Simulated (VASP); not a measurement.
# InAs in VASP: single point with PBEsol

Aim: the single point of InAs with PBEsol.

Everything below comes from runs of VASP 6.6.1. Logs are shortened: lines on timing, memory, paths and dates and some standing lists are left out, and cuts for length are marked.

## 1. The cell of the first run

The cell holds a wire or tube with vacuum around it, 16 atoms: a = 16.600 Å, b = 16.900 Å, c = 6.088 Å, α = 90.00°, β = 90.00°, γ = 90.00°.

## 2. Single point, PBEsol, collinear spin

File INCAR:

```
PREC = Accurate ; ENCUT = 400
EDIFF = 1E-6 ; ISMEAR = 0
SIGMA = 0.05 ; LREAL = False
LASPH = True ; NELM = 200
ALGO = Normal ; ISIF = 2
LWAVE = False ; LCHARG = True
ISPIN = 2 ; MAGMOM = 0.3 0.3 0.3 0.3 0.3 0.3 0.3 0.3 0.3 0.3 0.3 0.3 0.3 0.3 0.3 0.3
LORBIT = 11 ; GGA = PS
LVHAR = True ; NBANDS = 90
GGA_COMPAT = False ; KPAR = 2
NCORE = 2
```

File KPOINTS:

```
Automatic mesh
0
Gamma
  1 1 9
```

File POSCAR:

```
InAs
1.0
   16.6000000000      0.0000000000      0.0000000000
    0.0000000000     16.9000000000      0.0000000000
    0.0000000000      0.0000000000      6.0877796078
In As
8 8
Direct
    0.5458417139      0.5450279557      0.0000000000
    0.5458417139      0.3649161330      0.5000000000
    0.5458417139      0.7251397784      0.5000000000
    0.3624748583      0.5450279557      0.5000000000
    0.7292085696      0.5450279557      0.5000000000
    0.3624748583      0.3649161330      0.0000000000
    0.3624748583      0.7251397784      0.0000000000
    0.7292085696      0.3649161330      0.0000000000
    0.2707914304      0.6350838670      0.7500000000
    0.6375251417      0.2748602216      0.7500000000
    0.6375251417      0.6350838670      0.7500000000
    0.2707914304      0.4549720443      0.2500000000
    0.6375251417      0.4549720443      0.2500000000
    0.4541582861      0.2748602216      0.2500000000
    0.4541582861      0.6350838670      0.2500000000
    0.4541582861      0.4549720443      0.7500000000
```

Potentials or basis: VASP PAW PBE potentials, release 64 (In_d, As).

Command:

```sh
cat potpaw_PBE.64/In_d/POTCAR potpaw_PBE.64/As/POTCAR > POTCAR
mpirun -np 4 vasp_std > vasp.out
```

OUTCAR:

```text
PREC = Accurate
   ENCUT = 400
   EDIFF = 1E-6
   ISMEAR = 0
   LREAL = False
   LASPH = True
   NELM = 200
   ISIF = 2
   ISPIN = 2
   LORBIT = 11
   GGA = PS

 ion  position               nearest neighbor table
   1  0.546  0.545  0.000-  11 2.64  15 2.64  13 2.64  16 2.64
   2  0.546  0.365  0.500-  13 2.64  16 2.64  10 2.64  14 2.64
   3  0.546  0.725  0.500-  11 2.64  15 2.64
   4  0.362  0.545  0.500-  15 2.64   9 2.64  16 2.64  12 2.64
   5  0.729  0.545  0.500-  11 2.64  13 2.64
   6  0.362  0.365  0.000-  16 2.64  12 2.64  14 2.64
   7  0.362  0.725  0.000-  15 2.64   9 2.64
   8  0.729  0.365  0.000-  13 2.64  10 2.64
   9  0.271  0.635  0.750-   4 2.64   7 2.64
  10  0.638  0.275  0.750-   2 2.64   8 2.64
  11  0.638  0.635  0.750-   1 2.64   5 2.64   3 2.64
  12  0.271  0.455  0.250-   6 2.64   4 2.64
  13  0.638  0.455  0.250-   2 2.64   8 2.64   1 2.64   5 2.64
  14  0.454  0.275  0.250-   6 2.64   2 2.64
  15  0.454  0.635  0.250-   4 2.64   1 2.64   7 2.64   3 2.64
  16  0.454  0.455  0.750-   6 2.64   2 2.64   4 2.64   1 2.64

  LATTYP: Found a simple orthorhombic cell.
 ALAT       =     6.0877796078
 B/A-ratio  =     2.7267741392
 C/A-ratio  =     2.7760531900

  Lattice vectors:

 A1 = (   0.0000000000,   0.0000000000,   6.0877796078)
 A2 = (  16.6000000000,   0.0000000000,   0.0000000000)
 A3 = (   0.0000000000,  16.9000000000,   0.0000000000)

Analysis of symmetry for initial positions (statically):
=====================================================================
 Subroutine PRICEL returns:
 Original cell was already a primitive cell.

 Routine SETGRP: Setting up the symmetry group for a
 simple orthorhombic supercell.

 Subroutine GETGRP returns: Found  1 space group operations
 (whereof  1 operations were pure point group operations)
 out of a pool of  8 trial point group operations.

The static configuration has the point symmetry C_1 .

Analysis of symmetry for dynamics (positions and initial velocities):
=====================================================================
 Subroutine PRICEL returns:
 Original cell was already a primitive cell.

 Routine SETGRP: Setting up the symmetry group for a
 simple orthorhombic supercell.

 Subroutine GETGRP returns: Found  1 space group operations
 (whereof  1 operations were pure point group operations)
 out of a pool of  8 trial point group operations.

The dynamic configuration has the point symmetry C_1 .

Analysis of structural, dynamic, and magnetic symmetry:
=====================================================================
 Subroutine PRICEL returns:
 Original cell was already a primitive cell.

 Routine SETGRP: Setting up the symmetry group for a
 simple orthorhombic supercell.

 Subroutine GETGRP returns: Found  1 space group operations
 (whereof  1 operations were pure point group operations)
 out of a pool of  8 trial point group operations.

The overall configuration has the point symmetry C_1 .

 Subroutine INISYM returns: Found  1 space group operations
 (whereof  1 operations are pure point group operations),
 and found     1 'primitive' translations

----------------------------------------------------------------------------------------

                                     Primitive cell

  volume of cell :    1707.8657

  direct lattice vectors                    reciprocal lattice vectors
    16.600000000  0.000000000  0.000000000     0.060240964  0.000000000  0.000000000
     0.000000000 16.900000000  0.000000000     0.000000000  0.059171598  0.000000000
     0.000000000  0.000000000  6.087779608     0.000000000  0.000000000  0.164263502

  length of vectors
    16.600000000 16.900000000  6.087779608     0.060240964  0.059171598  0.164263502

  position of ions in fractional coordinates (direct lattice)
     0.545841714  0.545027956  0.000000000
     0.545841714  0.364916133  0.500000000
     0.545841714  0.725139778  0.500000000
     0.362474858  0.545027956  0.500000000
     0.729208570  0.545027956  0.500000000
     0.362474858  0.364916133  0.000000000
[... 8 lines left out ...]
     0.454158286  0.635083867  0.250000000
     0.454158286  0.454972044  0.750000000

  ion indices of the primitive-cell ions
   primitive index   ion index
                 1           1
                 2           2
                 3           3
                 4           4
                 5           5
                 6           6
[... 8 lines left out ...]
                15          15
                16          16

----------------------------------------------------------------------------------------

 KPOINTS: Automatic mesh

Automatic generation of k-mesh.
 Grid dimensions read from file:
 generate k-points for:    1    1    9

 Generating k-lattice:

  Cartesian coordinates                     Fractional coordinates (reciprocal lattice)
     0.060240964  0.000000000  0.000000000     1.000000000  0.000000000  0.000000000
     0.000000000  0.059171598  0.000000000     0.000000000  1.000000000  0.000000000
     0.000000000  0.000000000  0.018251500     0.000000000  0.000000000  0.111111111

  Length of vectors
     0.060240964  0.059171598  0.018251500

  Shift w.r.t. Gamma in fractional coordinates (k-lattice)
     0.000000000  0.000000000  0.000000000

 Subroutine IBZKPT returns following result:
 ===========================================

 Found      5 irreducible k-points:

 Following reciprocal coordinates:
            Coordinates               Weight
  0.000000  0.000000  0.000000      1.000000
  0.000000  0.000000  0.111111      2.000000
  0.000000  0.000000  0.222222      2.000000
  0.000000  0.000000  0.333333      2.000000
  0.000000  0.000000  0.444444      2.000000
   k-points           NKPTS =      5   k-points in BZ     NKDIM =      5   number of bands    NBANDS=     90
   number of dos      NEDOS =    301   number of ions     NIONS =     16
   total plane-waves  NPLWV = 483840
   dimension x,y,z NGX =   108 NGY =  112 NGZ =   40
   dimension x,y,z NGXF=   216 NGYF=  224 NGZF=   80
   ions per type =               8   8
   NGX,Y,Z   is equivalent  to a cutoff of  10.82, 11.02, 10.92 a.u.
   NGXF,Y,Z  is equivalent  to a cutoff of  21.63, 22.03, 21.85 a.u.
 SYSTEM =  unknown system
   PREC   = accura    normal or accurate (medium, high low for compatibility)
   ISTART =      0    job   : 0-new  1-cont  2-samecut
   ICHARG =      2    charge: 1-file 2-atom 10-const
   ISPIN  =      2    spin polarized calculation?
   LNONCOLLINEAR =      F non collinear calculations
   LSORBIT =      F    spin-orbit coupling
   LASPH  =      T    aspherical Exc in radial PAW
   ENCUT  =  400.0 eV  29.40 Ry    5.42 a.u.  27.07 27.56  9.93*2*pi/ulx,y,z
   NELM   =    200;   NELMIN=  2; NELMDL= -5     # of ELM steps
   EDIFF  = 0.1E-05   stopping-criterion for ELM
   LREAL  =      F    real-space projection
[... 7 lines left out ...]
   TEBEG  =    0.0;   TEEND  =   0.0 temperature during run
   PSTRESS=    0.0 pullay stress
   NELECT =     144.0000    total number of electrons
   NUPDOWN=      -1.0000    fix difference up-down
   EMIN   =  10.00;   EMAX   =-10.00  energy-range for DOS
   EFERMI =   0.00;   METHOD = LEGACY
   ISMEAR =     0;   SIGMA  =   0.05  broadening in eV -4-tet -1-fermi 0-gaus
   EFERMI_NEDOS =   21; number of points for ismear=-14 and -15
   IALGO  =     38    algorithm
   IMIX   =      4    mixing-type and parameters
     AMIX     =   0.40;   BMIX     =  1.00
     AMIX_MAG =   1.60;   BMIX_MAG =  1.00
  volume/ion in A,a.u.               =     106.74       720.33
  Fermi-wavevector in a.u.,A,eV,Ry     =   0.717868  1.356573  7.011546  0.515334
  Thomas-Fermi vector in A             =   1.806659
   LORBIT       =     11    0 simple, 1 ext, 2 COOP (PROOUT), +10 PAW based schemes
   GGA     = PS    functional components
   LHFCALC =     F    Hartree Fock is set to
   AEXX    =    0.0000 exact exchange contribution
   IVDW    =     0    specifies the selected vdW correction
   LEPSILON=     F    determine dielectric tensor
   LRPA    =     F    only Hartree local field effects (RPA)
 spin polarized calculation
 Gauss-broadening in eV      SIGMA  =   0.05
  energy-cutoff  :      400.00
  volume of cell :     1707.87
 maximum number of plane-waves:     31084
   NGX = 55   NGY = 55   NGZ = 19

 number of electron     144.0000079 magnetization       1.9881579

 Free energy of the ion-electron system (eV)
  ---------------------------------------------------
  ext. energy  EPLUGINS =         0.00000000
  ---------------------------------------------------
  free energy    TOTEN  =       -54.31262213 eV

  energy without entropy =      -54.31151299  energy(sigma->0) =      -54.31206756

 E-fermi :  -2.3090     XC(G=0):  -3.3990

 val. band max:       -2.3847297496   @ k =   0.0000   0.0000   0.4444
 cond. band min:      -2.2362558951   @ k =   0.0000   0.0000   0.3333
 fundamental gap:      0.1484738545
 Fermi energy:        -2.3089850000

 spin component 1

 k-point     1 :       0.0000    0.0000    0.0000
  band No.  band energies     occupation
      1     -16.8512      1.00000
      2     -16.8483      1.00000
      3     -16.8386      1.00000
      4     -16.7770      1.00000
      5     -16.7614      1.00000
      6     -16.7484      1.00000
[... 424 lines left out ...]
     83       0.6619      0.00000
     84       0.9279      0.00000
 Fermi energy:        -2.3089850000

 spin component 2

 k-point     1 :       0.0000    0.0000    0.0000
  band No.  band energies     occupation
      1     -16.8445      1.00000
      2     -16.8433      1.00000
      3     -16.8310      1.00000
      4     -16.7717      1.00000
      5     -16.7568      1.00000
      6     -16.7445      1.00000
[... 424 lines left out ...]
     83       0.7700      0.00000
     84       1.0168      0.00000
 [bands above 84 left out]

------------------------ aborting loop because EDIFF is reached ----------------------------------------

  FORCE on cell =-STRESS in cart. coord.  units (eV):
  Direction    XX          YY          ZZ          XY          YZ          ZX
  --------------------------------------------------------------------------------------
  -------------------------------------------------------------------------------------
  Total       -2.3028017     -2.2909660     -2.6010674     -0.2884470     -0.1893263     -0.1885429
  in kB       -2.1602967     -2.1491935     -2.4401048     -0.2705969     -0.1776101     -0.1768753
  external PRESSURE =      -2.2498650 kB  Pullay stress =       0.0000000 kB

 VOLUME and BASIS-vectors are now :
 -----------------------------------------------------------------------------
  energy-cutoff  :      400.00
  volume of cell :     1707.87
      direct lattice vectors                 reciprocal lattice vectors
    16.600000000  0.000000000  0.000000000     0.060240964  0.000000000  0.000000000
     0.000000000 16.900000000  0.000000000     0.000000000  0.059171598  0.000000000
     0.000000000  0.000000000  6.087779608     0.000000000  0.000000000  0.164263502

 POSITION                                       TOTAL-FORCE (eV/Angst)
 -----------------------------------------------------------------------------------
      9.06097      9.21097      0.00000         0.055650      0.055324     -0.268329
      9.06097      6.16708      3.04389        -0.029376     -0.065970      0.207745
      9.06097     12.25486      3.04389        -0.009499     -0.396825      0.323413
      6.01708      9.21097      3.04389        -0.066770     -0.030090      0.207564
     12.10486      9.21097      3.04389        -0.396630     -0.010254      0.323598
      6.01708      6.16708      0.00000         0.723587      0.725232      0.976226
[... 8 lines left out ...]
      7.53903     10.73292      1.52194         0.180694      0.225540     -0.118339
      7.53903      7.68903      4.56583        -0.203591     -0.203313     -0.350645
 -----------------------------------------------------------------------------------
    total drift:                                0.001070      0.000811     -0.000049

  FREE ENERGIE OF THE ION-ELECTRON SYSTEM (eV)
  ---------------------------------------------------
  free  energy   TOTEN  =       -54.3126221344 eV

  energy  without entropy=      -54.3115129881  energy(sigma->0) =      -54.31206756

 total charge

# of ion       s       p       d       tot
------------------------------------------
    1        0.866   0.699   9.883  11.449
    2        0.863   0.717   9.880  11.460
    3        1.026   0.446   9.856  11.328
    4        0.863   0.717   9.880  11.460
    5        1.026   0.446   9.856  11.328
    6        0.918   0.599   9.865  11.382
[... 8 lines left out ...]
   15        1.251   1.511   0.023   2.786
   16        1.245   1.508   0.024   2.777
--------------------------------------------------
tot         17.741  16.003  79.063 112.808

 magnetization (x)

# of ion       s       p       d       tot
------------------------------------------
    1        0.001   0.013   0.002   0.016
    2       -0.003  -0.001   0.004  -0.000
    3        0.005   0.006  -0.000   0.011
    4       -0.003  -0.001   0.004  -0.000
    5        0.005   0.006  -0.000   0.011
    6       -0.006  -0.004   0.010   0.000
[... 8 lines left out ...]
   15        0.002   0.017   0.001   0.019
   16        0.001   0.030   0.000   0.031
--------------------------------------------------
tot          0.119   0.740   0.017   0.877
```

Run time: 20 min. Hardware: 4 MPI ranks of Intel Xeon Platinum 8259CL at 2.50GHz (Skylake/Cascade Lake), shared host; peak memory 0.96 GiB.

What came out:

| Property | Result |
| --- | --- |
| Free energy | -54.3126 eV |
| Largest force | 1.415 eV/Å |
| Band gap on the k mesh | 0.15 eV (least direct gap 0.16 eV) |
| Net moment | 1.99 μB per cell |
| Site moments | In +0.02, -0.00, +0.01, +0.00, +0.16 (each value once); As -0.09, +0.01, +0.32, +0.02, +0.03 (each value once) μB |
| Valence electrons inside the program's atomic spheres | In 11.45, 11.46, 11.33, 11.38 (each value once); As 2.66, 2.74, 2.79, 2.78 (each value once) |

Forces on the atoms (eV/Å):
```
In   0.056  0.055 -0.268
In  -0.029 -0.066  0.208
In  -0.009 -0.397  0.323
In  -0.067 -0.030  0.208
In  -0.397 -0.010  0.324
In   0.724  0.725  0.976
In  -0.194 -0.599 -0.596
In  -0.598 -0.192 -0.597
As  -0.046  0.032  0.351
As   0.032 -0.046  0.351
As   0.473  0.472  0.188
As  -0.257  0.110 -0.440
As   0.226  0.181 -0.118
As   0.110 -0.257 -0.440
As   0.181  0.226 -0.118
As  -0.204 -0.203 -0.351
```

Caveat: semilocal functionals underestimate gaps, and a narrow one can read as zero; the PAW data sets were made with another functional, which shifts forces and pressure a little; spin-orbit coupling is left out, which moves the levels of the heavy elements.
